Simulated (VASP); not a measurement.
# CdI2 (P-3m1) in VASP: further runs

The runs below take CdI2 through single point, with r2SCAN.

Program: VASP 6.6.1. These are calculated values, not measurements. Logs are shortened: lines on timing, memory, paths and dates and some standing lists are left out, and cuts for length are marked.

### 1 The cell of the first run

It takes space group P-3m1 (No. 164, trigonal). The conventional cell has a = 4.240 Å, b = 4.240 Å, c = 6.909 Å, α = 90.00°, β = 90.00°, γ = 120.00°. Within 3.9 Å of Cd (site symmetry -3m) lie 6 I at 2.99 Å. I (site symmetry 3m) has 3 Cd at 2.99 Å within 3.9 Å.

### 2 Single point, r2SCAN (35.86 Å³/atom)

Input file POSCAR:

```
CdI2
1.0
    4.2400121272      0.0000000000      0.0000000000
   -2.1200060636      3.6719582145      0.0000000000
    0.0000000000      0.0000000000      6.9089042383
Cd I
1 2
Direct
    0.0000000000      0.0000000000      0.0000000000
    0.3333333333      0.6666666667      0.2494816711
    0.6666666667      0.3333333333      0.7505183289
```

Input file INCAR.step1:

```
  PREC = Accurate
  ENCUT = 550
  ISMEAR = 0
  SIGMA = 0.02
  LREAL = False
  LASPH = True
  NELM = 120
  NBANDS = 20
  GGA = PE
  ALGO = Normal
  EDIFF = 1E-5
  LWAVE = True
  LCHARG = False
  GGA_COMPAT = False
```

Input file INCAR.step2:

```
  PREC = Accurate
  ENCUT = 550
  EDIFF = 1E-6
  ISMEAR = 0
  SIGMA = 0.02
  LREAL = False
  LASPH = True
  NELM = 120
  ALGO = Normal
  ISIF = 2
  LWAVE = False
  LCHARG = True
  METAGGA = R2SCAN
  LMIXTAU = True
  LELF = True
  LVHAR = True
  NBANDS = 20
  ISTART = 1
  GGA_COMPAT = False
```

Input file KPOINTS:

```
regular mesh
0
Gamma
  6 6 4
```

Potentials or basis: VASP PAW PBE potentials, release 64 (Cd, I).

On the command line:

```sh
$ cat potpaw_PBE.64/Cd/POTCAR potpaw_PBE.64/I/POTCAR > POTCAR
$ cp INCAR.step1 INCAR
$ mpirun -np 1 vasp_std > vasp.out
$ cp INCAR.step2 INCAR
$ mpirun -np 1 vasp_std > vasp.out
```

OUTCAR:

```text
PREC = Accurate
   ENCUT = 550
   EDIFF = 1E-6
   ISMEAR = 0
   LREAL = False
   LASPH = True
   NELM = 120
   ISIF = 2
   METAGGA = R2SCAN
   ISTART = 1

 ion  position               nearest neighbor table
   1  0.000  0.000  0.000-   2 2.99   3 2.99   2 2.99   3 2.99   3 2.99   2 2.99
   2  0.333  0.667  0.249-   1 2.99   1 2.99   1 2.99
   3  0.667  0.333  0.751-   1 2.99   1 2.99   1 2.99

  LATTYP: Found a hexagonal cell.
 ALAT       =     4.2400121272
 C/A-ratio  =     1.6294538862

  Lattice vectors:

 A1 = (   4.2400121272,   0.0000000000,   0.0000000000)
 A2 = (  -2.1200060636,   3.6719582145,   0.0000000000)
 A3 = (   0.0000000000,   0.0000000000,   6.9089042383)

Analysis of symmetry for initial positions (statically):
=====================================================================
 Subroutine PRICEL returns:
 Original cell was already a primitive cell.

 Routine SETGRP: Setting up the symmetry group for a
 hexagonal supercell.

 Subroutine GETGRP returns: Found 12 space group operations
 (whereof 12 operations were pure point group operations)
 out of a pool of 24 trial point group operations.

The static configuration has the point symmetry D_3d.

Analysis of symmetry for dynamics (positions and initial velocities):
=====================================================================
 Subroutine PRICEL returns:
 Original cell was already a primitive cell.

 Routine SETGRP: Setting up the symmetry group for a
 hexagonal supercell.

 Subroutine GETGRP returns: Found 12 space group operations
 (whereof 12 operations were pure point group operations)
 out of a pool of 24 trial point group operations.

The dynamic configuration has the point symmetry D_3d.

 Subroutine INISYM returns: Found 12 space group operations
 (whereof 12 operations are pure point group operations),
 and found     1 'primitive' translations

----------------------------------------------------------------------------------------

                                     Primitive cell

  volume of cell :     107.5657

  direct lattice vectors                    reciprocal lattice vectors
[... 72 lines left out ...]
   total plane-waves  NPLWV =  55296
   dimension x,y,z NGX =    32 NGY =   32 NGZ =   54
   dimension x,y,z NGXF=    64 NGYF=   64 NGZF=  108
   ions per type =               1   2
   NGX,Y,Z   is equivalent  to a cutoff of  12.55, 12.55, 12.99 a.u.
   NGXF,Y,Z  is equivalent  to a cutoff of  25.09, 25.09, 25.99 a.u.
 SYSTEM =  unknown system
   PREC   = accura    normal or accurate (medium, high low for compatibility)
   ISTART =      1    job   : 0-new  1-cont  2-samecut
   ICHARG =      0    charge: 1-file 2-atom 10-const
   ISPIN  =      1    spin polarized calculation?
   LNONCOLLINEAR =      F non collinear calculations
   LSORBIT =      F    spin-orbit coupling
   LASPH  =      T    aspherical Exc in radial PAW
   ENCUT  =  550.0 eV  40.42 Ry    6.36 a.u.   8.11  8.11 13.21*2*pi/ulx,y,z
   NELM   =    120;   NELMIN=  2; NELMDL=  0     # of ELM steps
   EDIFF  = 0.1E-05   stopping-criterion for ELM
   LREAL  =      F    real-space projection
[... 7 lines left out ...]
   TEBEG  =    0.0;   TEEND  =   0.0 temperature during run
   PSTRESS=    0.0 pullay stress
   NELECT =      26.0000    total number of electrons
   NUPDOWN=      -1.0000    fix difference up-down
   EMIN   =  10.00;   EMAX   =-10.00  energy-range for DOS
   EFERMI =   0.00;   METHOD = LEGACY
   ISMEAR =     0;   SIGMA  =   0.02  broadening in eV -4-tet -1-fermi 0-gaus
   EFERMI_NEDOS =   21; number of points for ismear=-14 and -15
   IALGO  =     38    algorithm
   IMIX   =      4    mixing-type and parameters
     AMIX     =   0.40;   BMIX     =  1.00
     AMIX_MAG =   1.60;   BMIX_MAG =  1.00
  volume/ion in A,a.u.               =      35.86       241.96
  Fermi-wavevector in a.u.,A,eV,Ry     =   1.019783  1.927111 14.149491  1.039958
  Thomas-Fermi vector in A             =   2.153316
   LORBIT       =      0    0 simple, 1 ext, 2 COOP (PROOUT), +10 PAW based schemes
   METAGGA = R2SCAN    functional components
   LHFCALC =     F    Hartree Fock is set to
   AEXX    =    0.0000 exact exchange contribution
   IVDW    =     0    specifies the selected vdW correction
   LEPSILON=     F    determine dielectric tensor
   LRPA    =     F    only Hartree local field effects (RPA)
 non-spin polarized calculation
 Gauss-broadening in eV      SIGMA  =   0.02
  energy-cutoff  :      550.00
  volume of cell :      107.57
 maximum number of plane-waves:      3177
   NGX = 17   NGY = 17   NGZ = 27

 number of electron      25.9999993 magnetization

 Free energy of the ion-electron system (eV)
  ---------------------------------------------------
  ext. energy  EPLUGINS =         0.00000000
  ---------------------------------------------------
  free energy    TOTEN  =       -71.35376296 eV

  energy without entropy =      -71.35376296  energy(sigma->0) =      -71.35376296

 E-fermi :   1.7851     XC(G=0):  -8.9763

 val. band max:        1.6656026939   @ k =   0.0000   0.0000   0.5000
 cond. band min:       4.4665834011   @ k =   0.5000   0.0000   0.5000
 fundamental gap:      2.8009807072
 Fermi energy:         1.7850589930

 k-point     1 :       0.0000    0.0000    0.0000
  band No.  band energies     occupation
      1     -10.7943      2.00000
      2     -10.0686      2.00000
      3      -6.1875      2.00000
      4      -6.1875      2.00000
      5      -6.0603      2.00000
      6      -5.9824      2.00000
[... 541 lines left out ...]
     19      11.2801      0.00000
     20      11.2801      0.00000

------------------------ aborting loop because EDIFF is reached ----------------------------------------

  FORCE on cell =-STRESS in cart. coord.  units (eV):
  Direction    XX          YY          ZZ          XY          YZ          ZX
  --------------------------------------------------------------------------------------
  -------------------------------------------------------------------------------------
  Total        0.7028295      0.7028295      0.5960343      0.0000000     -0.0000000      0.0000000
  in kB       10.4685502     10.4685502      8.8778501      0.0000000     -0.0000000      0.0000000
  external PRESSURE =       9.9383168 kB  Pullay stress =       0.0000000 kB

 VOLUME and BASIS-vectors are now :
 -----------------------------------------------------------------------------
  energy-cutoff  :      550.00
  volume of cell :      107.57
      direct lattice vectors                 reciprocal lattice vectors
     4.240012127  0.000000000  0.000000000     0.235848382  0.136167127  0.000000000
    -2.120006064  3.671958215  0.000000000     0.000000000  0.272334254  0.000000000
     0.000000000  0.000000000  6.908904238     0.000000000  0.000000000  0.144740753

 POSITION                                       TOTAL-FORCE (eV/Angst)
 -----------------------------------------------------------------------------------
      0.00000      0.00000      0.00000        -0.000000      0.000000      0.000000
     -0.00000      2.44797      1.72364        -0.000000      0.000000      0.015415
      2.12001      1.22399      5.18526         0.000000     -0.000000     -0.015415
 -----------------------------------------------------------------------------------
    total drift:                                0.000000     -0.000000      0.000000

  FREE ENERGIE OF THE ION-ELECTRON SYSTEM (eV)
  ---------------------------------------------------
  free  energy   TOTEN  =       -71.3537629552 eV

  energy  without entropy=      -71.3537629552  energy(sigma->0) =      -71.35376296
```

OUTCAR.step1:

```text
PREC = Accurate
   ENCUT = 550
   ISMEAR = 0
   LREAL = False
   LASPH = True
[... 774 lines left out ...]
      0.00000      0.00000      0.00000        -0.000000      0.000000      0.000000
     -0.00000      2.44797      1.72364         0.000000      0.000000      0.086763
      2.12001      1.22399      5.18526        -0.000000     -0.000000     -0.086763
 -----------------------------------------------------------------------------------
    total drift:                                0.000000     -0.000000      0.000000

  FREE ENERGIE OF THE ION-ELECTRON SYSTEM (eV)
  ---------------------------------------------------
  free  energy   TOTEN  =        -5.4913927458 eV

  energy  without entropy=       -5.4913927458  energy(sigma->0) =       -5.49139275
```

It took 93 s on 1 thread of Intel Xeon 6975P-C (Granite Rapids), shared host; peak memory 0.26 GiB.

What came out:

* Free energy: -71.3538 eV
* Pressure: 1.0 GPa
* Largest force: 0.015 eV/Å
* Band gap on the k mesh: 2.80 eV (least direct gap 3.14 eV)

Forces on the atoms (eV/Å):
```
Cd   0.000  0.000  0.000
I    0.000  0.000  0.015
I    0.000  0.000 -0.015
```

Caveat: the PAW data sets were made with another functional, which shifts forces and pressure a little; spin-orbit coupling is left out, which moves the levels of the heavy elements.

### 3 Single point, r2SCAN (37.00 Å³/atom)

This run uses another cell than the first one, of 37.00 Å³/atom.

Input file POSCAR:

```
CdI2
1.0
    4.2668317538      0.0000000000      0.0000000000
   -2.1334158769      3.6951846925      0.0000000000
    0.0000000000      0.0000000000      7.0400576318
Cd I
1 2
Direct
    0.0000000000      0.0000000000      0.0000000000
    0.3333333333      0.6666666667      0.2440454013
    0.6666666667      0.3333333333      0.7559545987
```

Input file INCAR.step1:

```
SYSTEM = CdI2
  PREC = Accurate
  ENCUT = 550
  ISMEAR = 0
  SIGMA = 0.02
  LREAL = .FALSE.
  LASPH = .TRUE.
  NELM = 120
  NBANDS = 20
  GGA = PE
  ALGO = Normal
  EDIFF = 1E-5
  LWAVE = .TRUE.
  LCHARG = .FALSE.
  GGA_COMPAT = .FALSE.
```

Input file INCAR.step2:

```
SYSTEM = CdI2
  PREC = Accurate
  ENCUT = 550
  EDIFF = 1E-6
  ISMEAR = 0
  SIGMA = 0.02
  LREAL = .FALSE.
  LASPH = .TRUE.
  NELM = 120
  ALGO = Normal
  ISIF = 2
  LWAVE = .FALSE.
  LCHARG = .FALSE.
  METAGGA = R2SCAN
  LMIXTAU = .TRUE.
  NBANDS = 20
  ISTART = 1
  GGA_COMPAT = .FALSE.
```

Input file KPOINTS:

```
Automatic mesh
0
G
  6 6 4
  0 0 0
```

Potentials or basis: VASP PAW PBE potentials, release 64 (Cd, I).

On the command line:

```sh
$ cat potpaw_PBE.64/Cd/POTCAR potpaw_PBE.64/I/POTCAR > POTCAR
$ cp INCAR.step1 INCAR
$ mpirun -np 1 vasp_std > vasp.out
$ cp INCAR.step2 INCAR
$ mpirun -np 1 vasp_std > vasp.out
```

OUTCAR:

```text
SYSTEM = CdI2
   PREC = Accurate
   ENCUT = 550
   EDIFF = 1E-6
   ISMEAR = 0
   LREAL = .FALSE.
   LASPH = .TRUE.
   NELM = 120
   ISIF = 2
   METAGGA = R2SCAN
   ISTART = 1

 ion  position               nearest neighbor table
   1  0.000  0.000  0.000-   2 3.00   3 3.00   3 3.00   2 3.00   3 3.00   2 3.00
   2  0.333  0.667  0.244-   1 3.00   1 3.00   1 3.00
   3  0.667  0.333  0.756-   1 3.00   1 3.00   1 3.00

  LATTYP: Found a hexagonal cell.
 ALAT       =     4.2668317538
 C/A-ratio  =     1.6499496671
[... 743 lines left out ...]

  FORCE on cell =-STRESS in cart. coord.  units (eV):
  Direction    XX          YY          ZZ          XY          YZ          ZX
  --------------------------------------------------------------------------------------
  -------------------------------------------------------------------------------------
  Total        0.3551852      0.3551852      0.3067604     -0.0000000      0.0000000      0.0000000
  in kB        5.1268141      5.1268141      4.4278401     -0.0000000      0.0000000      0.0000000
  external PRESSURE =       4.8938227 kB  Pullay stress =       0.0000000 kB

 VOLUME and BASIS-vectors are now :
 -----------------------------------------------------------------------------
  energy-cutoff  :      550.00
  volume of cell :      111.00
      direct lattice vectors                 reciprocal lattice vectors
     4.266831754  0.000000000  0.000000000     0.234365932  0.135311234  0.000000000
    -2.133415877  3.695184692  0.000000000     0.000000000  0.270622468  0.000000000
     0.000000000  0.000000000  7.040057632     0.000000000  0.000000000  0.142044292

 POSITION                                       TOTAL-FORCE (eV/Angst)
 -----------------------------------------------------------------------------------
      0.00000      0.00000      0.00000         0.000000      0.000000      0.000000
     -0.00000      2.46346      1.71809        -0.000000      0.000000      0.024520
      2.13342      1.23173      5.32196         0.000000     -0.000000     -0.024520
 -----------------------------------------------------------------------------------
    total drift:                               -0.000000     -0.000000      0.000000

  FREE ENERGIE OF THE ION-ELECTRON SYSTEM (eV)
  ---------------------------------------------------
  free  energy   TOTEN  =       -71.3679238674 eV

  energy  without entropy=      -71.3679238674  energy(sigma->0) =      -71.36792387
```

OUTCAR.step1:

```text
SYSTEM = CdI2
   PREC = Accurate
   ENCUT = 550
   ISMEAR = 0
   LREAL = .FALSE.
   LASPH = .TRUE.
   NELM = 120
[... 774 lines left out ...]
      0.00000      0.00000      0.00000        -0.000000      0.000000     -0.000000
     -0.00000      2.46346      1.71809         0.000000     -0.000000      0.089737
      2.13342      1.23173      5.32196        -0.000000      0.000000     -0.089737
 -----------------------------------------------------------------------------------
    total drift:                               -0.000000     -0.000000     -0.000000

  FREE ENERGIE OF THE ION-ELECTRON SYSTEM (eV)
  ---------------------------------------------------
  free  energy   TOTEN  =        -5.5160128502 eV

  energy  without entropy=       -5.5160128502  energy(sigma->0) =       -5.51601285
```

Run time: 2.1 min. Hardware: 1 thread of Intel Xeon 6975P-C (Granite Rapids), shared host; peak memory 0.29 GiB.

Results:

```yaml
Free_energy: -71.3679 eV
Pressure: 0.5 GPa
Largest_force: 0.025 eV/Å
Band_gap_on_the_k_mesh: 2.82 eV (least direct gap 3.13 eV)
```

Forces on the atoms (eV/Å):
```
Cd   0.000  0.000  0.000
I    0.000  0.000  0.025
I    0.000  0.000 -0.025
```

Caveat: the PAW data sets were made with another functional, which shifts forces and pressure a little; spin-orbit coupling is left out, which moves the levels of the heavy elements. A k mesh can miss the band edges.

### 4 Single point, r2SCAN

This run uses another cell than the first one, of 38.14 Å³/atom.

Input file POSCAR:

```
CdI2
1.0
    4.2910224396      0.0000000000      0.0000000000
   -2.1455112198      3.7161344409      0.0000000000
    0.0000000000      0.0000000000      7.1761902807
Cd I
1 2
Direct
    0.0000000000      0.0000000000      0.0000000000
    0.3333333333      0.6666666667      0.2387388840
    0.6666666667      0.3333333333      0.7612611160
```

Input file INCAR.step1:

```
SYSTEM = CdI2
PREC = Accurate
ENCUT = 550
ISMEAR = 0
SIGMA = 0.02
LREAL = .False.
LASPH = .True.
NELM = 120
NBANDS = 20
GGA = PE
ALGO = Normal
EDIFF = 1E-5
LWAVE = .True.
LCHARG = .False.
GGA_COMPAT = .False.
```

Input file INCAR.step2:

```
SYSTEM = CdI2
PREC = Accurate
ENCUT = 550
EDIFF = 1E-6
ISMEAR = 0
SIGMA = 0.02
LREAL = .False.
LASPH = .True.
NELM = 120
ALGO = Normal
ISIF = 2
LWAVE = .False.
LCHARG = .False.
METAGGA = R2SCAN
LMIXTAU = .True.
NBANDS = 20
ISTART = 1
GGA_COMPAT = .False.
```

Input file KPOINTS:

```
Automatic mesh
0
Gamma
  6 6 4
  0 0 0
```

On the command line:

```sh
$ cat potpaw_PBE.64/Cd/POTCAR potpaw_PBE.64/I/POTCAR > POTCAR
$ cp INCAR.step1 INCAR
$ mpirun -np 1 vasp_std > vasp.out
$ cp INCAR.step2 INCAR
$ mpirun -np 1 vasp_std > vasp.out
```

Wall time 2 min (1 thread of Intel Xeon 6975P-C (Granite Rapids), shared host); peak memory 0.31 GiB.

It converged, with:

```yaml
Free_energy: -71.3728 eV
Pressure: 0.1 GPa
Largest_force: 0.023 eV/Å
Band_gap_on_the_k_mesh: 2.84 eV (least direct gap 3.12 eV)
```

Forces in eV/Å, atoms in the order of the input:
```
Cd   0.000  0.000  0.000
I    0.000  0.000  0.023
I    0.000  0.000 -0.023
```

Levels at points of the mesh, in eV from the valence-band top:
```tsv
k point	band 11	band 12	band 13	band 14	band 15	band 16
(0.00, 0.00, 0.00)	-0.22	-0.09	-0.09	3.05	5.10	6.87
(0.50, 0.00, 0.00)	-1.41	-0.54	-0.13	3.03	5.65	6.58
(0.00, 0.00, 0.50)	-0.35	-0.01	-0.01	3.93	5.13	6.73
(0.50, 0.00, 0.50)	-1.19	-0.43	-0.32	2.84	5.57	6.49
```

Caveat: the PAW data sets were made with another functional, which shifts forces and pressure a little; spin-orbit coupling is left out, which moves the levels of the heavy elements. A k mesh can miss the band edges.

### 5 Single point, r2SCAN

This run uses another cell than the first one, of 38.14 Å³/atom.

POSCAR is that of step 4.

Input file INCAR.step1:

```
PREC = Accurate
ENCUT = 550
ISMEAR = 0
SIGMA = 0.02
LREAL = False
LASPH = True
NELM = 120
NBANDS = 20
GGA = PE
ALGO = Normal
EDIFF = 1E-5
LWAVE = True
LCHARG = False
GGA_COMPAT = False
```

Input file INCAR.step2:

```
PREC = Accurate
ENCUT = 550
EDIFF = 1E-6
ISMEAR = 0
SIGMA = 0.02
LREAL = False
LASPH = True
NELM = 120
ALGO = Normal
ISIF = 2
LWAVE = False
LCHARG = False
METAGGA = R2SCAN
LMIXTAU = True
NBANDS = 20
ISTART = 1
GGA_COMPAT = False
```

Input file KPOINTS:

```
regular mesh
0
Gamma
  6 6 4
```

On the command line:

```sh
$ cat potpaw_PBE.64/Cd/POTCAR potpaw_PBE.64/I/POTCAR > POTCAR
$ cp INCAR.step1 INCAR
$ mpirun -np 1 vasp_std > vasp.out
$ cp INCAR.step2 INCAR
$ mpirun -np 1 vasp_std > vasp.out
```

Run time: 1.9 min. Hardware: 1 thread of Intel Xeon 6975P-C (Granite Rapids), shared host; peak memory 0.31 GiB.

Results (log left out):

```
Free energy            : -71.3728 eV
Pressure               : 0.1 GPa
Largest force          : 0.023 eV/Å
Band gap on the k mesh : 2.84 eV (least direct gap 3.12 eV)
```

Forces in eV/Å, atoms in the order of the input:
```
Cd   0.000  0.000  0.000
I    0.000  0.000  0.023
I    0.000  0.000 -0.023
```

Levels at points of the mesh, in eV from the valence-band top:
```tsv
k point	band 10	band 11	band 12	band 13	band 14	band 15	band 16	band 17
(0.00, 0.00, 0.00)	-0.28	-0.22	-0.09	-0.09	3.05	5.10	6.87	6.87
(0.50, 0.00, 0.00)	-1.74	-1.41	-0.54	-0.13	3.03	5.65	6.58	7.22
(0.00, 0.00, 0.50)	-0.35	-0.35	-0.01	-0.01	3.93	5.13	6.73	6.73
(0.50, 0.00, 0.50)	-1.28	-1.19	-0.43	-0.32	2.84	5.57	6.49	7.07
```

Caveat: the PAW data sets were made with another functional, which shifts forces and pressure a little; spin-orbit coupling is left out, which moves the levels of the heavy elements. r2SCAN opens gaps a little over a GGA but as a rule still falls short of measured ones.

(Continued in part 2 of 2.)
